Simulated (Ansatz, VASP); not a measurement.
Two plane-wave programs on BaMnGe

```
Mn Ba Ge
1.0
     4.49835    0.00000    0.00000
     0.00000    4.49835    0.00000
     0.00000    0.00000    7.68808
Mn Ba Ge
2 2 2
Direct
  0.00000 0.00000 0.00000
  0.50000 0.50000 0.00000
  0.50000 0.00000 0.66650
  0.00000 0.50000 0.33350
  0.50000 0.00000 0.20560
  0.00000 0.50000 0.79440
```

Alike in both runs: task single point; functional r2SCAN; k mesh 4 × 4 × 3; no spin polarisation.

|  | VASP | Ansatz |
| --- | --- | --- |
| version | VASP 6.6.1 | Ansatz 0.2.0 |
| potentials or method | VASP PAW PBE potentials, release 64 (Mn_pv, Ba_sv, Ge_d), cutoff 520 eV | PAW plane waves |
| occupations | fermi-dirac, width 0.1 eV | fermi-dirac |
| valence electrons in the cell | 74 | 78 |

VASP gave:

* gap on the k mesh at the Fermi level (eV): none
* pressure (GPa): -7.2
* traceless stress, the component that is largest in VASP (GPa): 1.04
* rms of the force components (eV/Å): 0.873

Problem. Estimate Ansatz's values.

Solution. gap on the k mesh at the Fermi level (eV): none; pressure (GPa): -7.7; traceless stress, the component that is largest in VASP (GPa): 1.08; rms of the force components (eV/Å): 0.866.

VASP's potentials were made for PBE, not for r2SCAN. Atom by atom the forces differ by 0.021 eV/Å (rms over components). A gap of «none» marks a metal or a gap that the smearing closes. VASP's potentials hold 74 valence electrons a cell and Ansatz's 78, so a difference there can come from the potentials and not from the codes.

Spin-orbit coupling is off throughout.
